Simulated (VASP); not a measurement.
# GaAs (F-43m) in VASP: further runs, part 2 of 2

VASP 6.6.1. Earlier steps stand in the parts before.

**4. Dielectric tensor, PBE+D3(BJ)**

Contents of INCAR:

```
SYSTEM = GaAs
ALGO = Normal ; EDIFF = 1E-8
ENCUT = 400 ; GGA = PE
GGA_COMPAT = .FALSE. ; ISIF = 2
ISMEAR = 0 ; IVDW = 12
LASPH = .TRUE. ; LCHARG = .FALSE.
LEPSILON = .TRUE. ; LREAL = .FALSE.
LWAVE = .FALSE. ; NELM = 120
PREC = Accurate ; SIGMA = 0.01
```

Contents of KPOINTS:

```
k-points
0
G
  8 8 8
  0 0 0
```

Contents of POSCAR:

```
GaAs
1.0
    0.0000000000      2.8268500000      2.8268500000
    2.8268500000      0.0000000000      2.8268500000
    2.8268500000      2.8268500000      0.0000000000
As Ga
1 1
Direct
    0.2500000000      0.2500000000      0.2500000000
    0.0000000000      0.0000000000      0.0000000000
```

Potentials or basis: VASP PAW PBE potentials, release 64 (As, Ga_d).

Launch:

```sh
$ cat potpaw_PBE.64/As/POTCAR potpaw_PBE.64/Ga_d/POTCAR > POTCAR
$ mpirun -np 1 vasp_std > vasp.out
```

OUTCAR:

```text
SYSTEM = GaAs
   EDIFF = 1E-8
   ENCUT = 400
   GGA = PE
   ISIF = 2
   ISMEAR = 0
   IVDW = 12
   LASPH = .TRUE.
   LEPSILON = .TRUE.
   LREAL = .FALSE.
   NELM = 120
   PREC = Accurate
 IVDW          = 12

 ion  position               nearest neighbor table
   1  0.250  0.250  0.250-   2 2.45   2 2.45   2 2.45   2 2.45
   2  0.000  0.000  0.000-   1 2.45   1 2.45   1 2.45   1 2.45

  LATTYP: Found a face centered cubic cell.
 ALAT       =     5.6537000000

  Lattice vectors:

 A1 = (   0.0000000000,   2.8268500000,   2.8268500000)
 A2 = (   2.8268500000,   0.0000000000,   2.8268500000)
 A3 = (   2.8268500000,   2.8268500000,   0.0000000000)

Analysis of symmetry for initial positions (statically):
=====================================================================
 Subroutine PRICEL returns:
 Original cell was already a primitive cell.

 Routine SETGRP: Setting up the symmetry group for a
 face centered cubic supercell.

 Subroutine GETGRP returns: Found 24 space group operations
 (whereof 24 operations were pure point group operations)
 out of a pool of 48 trial point group operations.

The static configuration has the point symmetry T_d .

Analysis of symmetry for dynamics (positions and initial velocities):
=====================================================================
 Subroutine PRICEL returns:
 Original cell was already a primitive cell.

 Routine SETGRP: Setting up the symmetry group for a
 face centered cubic supercell.

 Subroutine GETGRP returns: Found 24 space group operations
 (whereof 24 operations were pure point group operations)
 out of a pool of 48 trial point group operations.

The dynamic configuration has the point symmetry T_d .

 Subroutine INISYM returns: Found 24 space group operations
 (whereof 24 operations are pure point group operations),
 and found     1 'primitive' translations

----------------------------------------------------------------------------------------

[... 558 lines left out ...]
 HEAD OF MICROSCOPIC STATIC DIELECTRIC TENSOR (INDEPENDENT PARTICLE, excluding Hartree and local field effects)
 ------------------------------------------------------
          29.377533     0.000000     0.000000
          -0.000000    29.377533     0.000000
          -0.000000     0.000000    29.377533
 ------------------------------------------------------

 Free energy of the ion-electron system (eV)
  ---------------------------------------------------
  ---------------------------------------------------
  free energy    TOTEN  =        -3.67260541 eV

  energy without entropy =       -3.67260541

------------------------ aborting loop because EDIFF is reached ----------------------------------------

 Edisp (eV)   -0.64970

 E8    (eV) :    -0.2901
[... 7 lines left out ...]
 E8    (eV) :    -0.2901

--------------------------------------- Ionic step        3  -------------------------------------------

 Free energy of the ion-electron system (eV)
  ---------------------------------------------------
  ---------------------------------------------------
  free energy    TOTEN  =        -3.67260496 eV

  energy without entropy =       -3.67260496

------------------------ aborting loop because EDIFF is reached ----------------------------------------

 Edisp (eV)   -0.64970

 E8    (eV) :    -0.2901

 PIEZOELECTRIC TENSOR FIELD DIRECTION 3  (e Angst)
 -----------------------------------------------------------------------------
    -0.00062 -2.80770  0.00000           (  0.00000 -0.01545  0.00000)
    -2.80770 -0.00062  0.00000           ( -0.01545  0.00000  0.00000)
     0.00000  0.00000 -0.00076           (  0.00000  0.00000 -0.00000)

 PIEZOELECTRIC TENSOR FIELD DIRECTION 3  (C/m^2)
 -----------------------------------------------------------------------------
    -0.00022 -0.99569  0.00000
    -0.99569 -0.00022  0.00000
     0.00000  0.00000 -0.00027

 MACROSCOPIC STATIC DIELECTRIC TENSOR (including local field effects in DFT)
 ------------------------------------------------------
          28.973551     0.000000     0.000000
           0.000000    28.973551    -0.000000
           0.000000     0.000000    28.973551
 ------------------------------------------------------

 PIEZOELECTRIC TENSOR (including local field effects)  for field in x, y, z        (e  Angst)
          XX          YY          ZZ          XY          YZ          ZX
  --------------------------------------------------------------------------------
  x     0.00000    -0.00000     0.00000     0.00000    -2.81761     0.00000
  y    -0.00000     0.00000    -0.00000     0.00000     0.00000    -2.81761
  z    -0.00000    -0.00000     0.00000    -2.81761     0.00000     0.00000

 PIEZOELECTRIC TENSOR (including local field effects)  for field in x, y, z        (C/m^2)
          XX          YY          ZZ          XY          YZ          ZX
  --------------------------------------------------------------------------------
  x     0.00000    -0.00000     0.00000     0.00000    -0.99920     0.00000
  y    -0.00000     0.00000    -0.00000     0.00000     0.00000    -0.99920
  z    -0.00000    -0.00000     0.00000    -0.99920     0.00000     0.00000

 BORN EFFECTIVE CHARGES (including local field effects) (in |e|, cummulative output)
 ---------------------------------------------------------------------------------
 ion    1
    1    -2.28287     0.00000     0.00000
    2    -0.00000    -2.28287     0.00000
    3     0.00000     0.00000    -2.28287
 ion    2
    1     2.28287     0.00000     0.00000
    2     0.00000     2.28287     0.00000
    3    -0.00000    -0.00000     2.28287
```

OSZICAR:

```text
N       E                     dE             d eps       ncg     rms          rms(c)
DAV:   1     0.714473070634E+02    0.71447E+02   -0.82304E+03   770   0.165E+03
DAV:   2    -0.337683631287E+01   -0.74824E+02   -0.72627E+02   809   0.284E+02
DAV:   3    -0.833106685366E+01   -0.49542E+01   -0.49324E+01   929   0.668E+01
[... 12 lines left out ...]
RMM:   8    -0.367266564947E+01   -0.70034E-03    0.61885E-06  5095   0.161E-02    0.121E-03
RMM:   9    -0.367263394353E+01    0.31706E-04   -0.16947E-06  4833   0.608E-03    0.460E-04
RMM:  10    -0.367260815583E+01    0.25788E-04    0.19595E-06  4914   0.229E-03    0.983E-05
RMM:  11    -0.367260302734E+01    0.51285E-05   -0.84224E-07  4880   0.943E-04    0.346E-05
RMM:  12    -0.367260391964E+01   -0.89230E-06    0.26720E-07  4770   0.354E-04    0.151E-05
RMM:  13    -0.367260496372E+01   -0.10441E-05   -0.65207E-08  2799   0.141E-04    0.865E-06
```

It took 3 min on 1 thread of Intel Xeon Platinum 8488C (Sapphire Rapids), shared host; peak memory 0.25 GiB.

Results:

```yaml
Band_gap_on_the_k_mesh: 0.52 eV
Electronic_dielectric_tensor_diagonal: 28.97
Born_charges_mean_of_the_diagonal: As -2.28; Ga +2.28 e
Dispersion_energy_per_atom: -0.325 eV
```

Levels at points of the mesh, in eV from the valence-band top:
```tsv
k point	band 7	band 8	band 9	band 10	band 11	band 12
(0.00, 0.00, 0.00)	0.00	0.00	0.00	0.52	3.73	3.73
(0.50, 0.00, 0.00)	-6.64	-1.14	-1.14	1.00	4.63	4.63
(0.50, 0.50, 0.00)	-6.82	-2.68	-2.68	1.46	1.65	10.17
```

Electronic dielectric tensor:
```
28.97  0.00  0.00
 0.00 28.97  0.00
 0.00  0.00 28.97
```

Born effective charge tensors (e):
atom 1, As
```
-2.28  0.00  0.00
 0.00 -2.28  0.00
 0.00  0.00 -2.28
```
atom 2, Ga
```
2.28 0.00 0.00
0.00 2.28 0.00
0.00 0.00 2.28
```

Caveat: the gap is small at this level, which inflates the dielectric constant; three body term missing. PBE gaps usually lie below the measured ones, often by a third to a half.

**5. Elastic constants, LDA**

Contents of INCAR:

```
SYSTEM = GaAs
PREC     = Accurate       ! precision mode
ENCUT    = 500            ! plane-wave cutoff, eV
EDIFF    = 1E-8           ! SCF threshold, eV
ISMEAR   = 0              ! smearing method
SIGMA    = 0.01           ! smearing width, eV
LREAL    = .False.        ! projectors in reciprocal space
LASPH    = .True.         ! aspherical terms in the spheres
NELM     = 120            ! most SCF steps
ALGO     = Normal         ! electronic algorithm
ISIF     = 3              ! what is computed and relaxed
LWAVE    = .False.        ! write WAVECAR
LCHARG   = .True.         ! write CHGCAR
NBANDS   = 16             ! bands
IBRION   = 6              ! ionic algorithm
NFREE    = 2            
POTIM    = 0.015          ! step
NSW      = 1              ! ionic steps
GGA_COMPAT= .False.
```

Contents of KPOINTS:

```
Automatic mesh
0
Gamma
  6 6 6
  0 0 0
```

POSCAR is that of step 4.

Potentials or basis: VASP PAW LDA potentials, release 64 (As, Ga_d).

Launch:

```sh
$ cat potpaw_LDA.64/As/POTCAR potpaw_LDA.64/Ga_d/POTCAR > POTCAR
$ mpirun -np 1 vasp_std > vasp.out
```

OUTCAR:

```text
SYSTEM = GaAs
   PREC = Accurate
   ENCUT = 500
   EDIFF = 1E-8
   ISMEAR = 0
   LREAL = .False.
   LASPH = .True.
   NELM = 120
   ISIF = 3
   IBRION = 6
   NFREE = 2
   POTIM = 0.015
   NSW = 1

 ion  position               nearest neighbor table
   1  0.250  0.250  0.250-   2 2.45   2 2.45   2 2.45   2 2.45
   2  0.000  0.000  0.000-   1 2.45   1 2.45   1 2.45   1 2.45

[... 896 lines left out ...]
             X         Y         Z           dx          dy          dz
      1.413425  1.413425  1.413425    -0.694538    0.000000    0.000000
      0.000000  0.000000  0.000000     0.719456    0.000000    0.000000
[... 21 lines left out ...]
   6 f/i=    0.002788 THz     0.017518 2PiTHz    0.093002 cm-1     0.011531 meV
             X         Y         Z           dx          dy          dz
      1.413425  1.413425  1.413425     0.000000    0.000000    0.719456
      0.000000  0.000000  0.000000     0.000000    0.000000    0.694538

--------------------------------------------------------------------------------------------------------

 ELASTIC MODULI CONTR FROM IONIC RELAXATION (kBar)
 Direction    XX          YY          ZZ          XY          YZ          ZX
 --------------------------------------------------------------------------------
 XX          -0.0000     -0.0000     -0.0000      0.0000      0.0000     -0.0000
 YY          -0.0000     -0.0000     -0.0000      0.0000     -0.0000     -0.0000
 ZZ          -0.0000     -0.0000     -0.0000      0.0000     -0.0000     -0.0000
 XY           0.0000      0.0000      0.0000   -169.7551      0.0000      0.0000
 YZ           0.0000     -0.0000     -0.0000      0.0000   -169.7551      0.0000
 ZX          -0.0000     -0.0000     -0.0000      0.0000      0.0000   -169.7551
 --------------------------------------------------------------------------------

 TOTAL ELASTIC MODULI (kBar)
 Direction    XX          YY          ZZ          XY          YZ          ZX
 --------------------------------------------------------------------------------
 XX        1118.0668    475.1363    475.1363      0.0000     -0.0000      0.0000
 YY         475.1363   1118.0668    475.1363      0.0000     -0.0000     -0.0000
 ZZ         475.1363    475.1363   1118.0668      0.0000     -0.0000     -0.0000
 XY           0.0000      0.0000      0.0000    559.4059      0.0000      0.0000
 YZ          -0.0000     -0.0000     -0.0000      0.0000    559.4059     -0.0000
 ZX           0.0000     -0.0000     -0.0000      0.0000     -0.0000    559.4059
 --------------------------------------------------------------------------------
```

It took 3.6 min on 1 thread of Intel Xeon Platinum 8488C (Sapphire Rapids), shared host; peak memory 0.21 GiB.

Results:

- Elastic constants C11, C12, C44: 112, 48, 56 GPa
- Voigt bulk modulus: 69 GPa
- Highest phonon frequency at Γ, LO-TO splitting left out: 262 cm⁻¹

Phonon frequencies in cm⁻¹ (negative: imaginary):
| q point | frequencies |
| --- | --- |
| (0.000, 0.000, 0.000) | 0 0 0 262 262 262 |

Elastic tensor in Voigt notation (GPa, in the Cartesian axes of the cell as first typed):
```
112  48  48   0   0   0
 48 112  48   0   0   0
 48  48 112   0   0   0
  0   0   0  56   0   0
  0   0   0   0  56   0
  0   0   0   0   0  56
```

Clamped-ion elastic tensor (GPa):
```
112  48  48   0   0   0
 48 112  48   0   0   0
 48  48 112   0   0   0
  0   0   0  73   0   0
  0   0   0   0  73   0
  0   0   0   0   0  73
```

Caveat: the cell is under stress, which shifts elastic constants.
